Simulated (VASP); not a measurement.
## Hf: electric field gradients with PBE

The system is Hf.

```
Hf
1.0
     0.00000    2.22000    2.22000
     2.22000    0.00000    2.22000
     2.22000    2.22000    0.00000
Hf
1
Direct
  0.00000 0.00000 0.00000
```

```json
{
 "Program": "VASP 6.6.1",
 "Task": "electric field gradients",
 "Functional": "PBE",
 "Potentials or basis": "VASP PAW PBE potentials, release 64 (Hf_pv)",
 "Cutoff": "520 eV",
 "k mesh": "22 × 22 × 22",
 "Occupations": "fermi-dirac, width 0.03 eV",
 "Spin": "no spin polarisation",
 "Dipole correction": "no",
 "Further INCAR settings": "ALGO = Normal; EDIFF = 1e-08; NBANDS = 11"
}
```

- Pressure: 2.7 GPa
- Band gap on the k mesh: zero (band 5 reaches 6.31 eV, above the bottom of band 6 at 4.26 eV)

Levels at points of the mesh, in eV from the Fermi level:
```tsv
k point	band 1	band 2	band 3	band 4	band 5	band 6	band 7	band 8	band 9	band 10
(0.00, 0.00, 0.00)	-29.93	-29.93	-29.93	-7.28	1.42	1.42	1.42	4.29	4.29	11.40
(0.50, 0.00, 0.00)	-30.80	-30.04	-30.04	-3.69	0.66	1.19	1.19	6.47	6.47	9.67
(0.50, 0.50, 0.00)	-30.74	-30.24	-30.24	-3.34	-2.20	2.65	6.49	7.11	7.11	10.10
```

Run time: 72 s on 1 thread of Intel Xeon 8259CL, with other jobs on the host, peak memory 0.2 GiB.

Caveat: without QUAD_EFG the Cq values of the log hold for a quadrupole moment of 1 mb, not for the nuclei; spin-orbit coupling is left out, which moves the levels of the heavy elements.
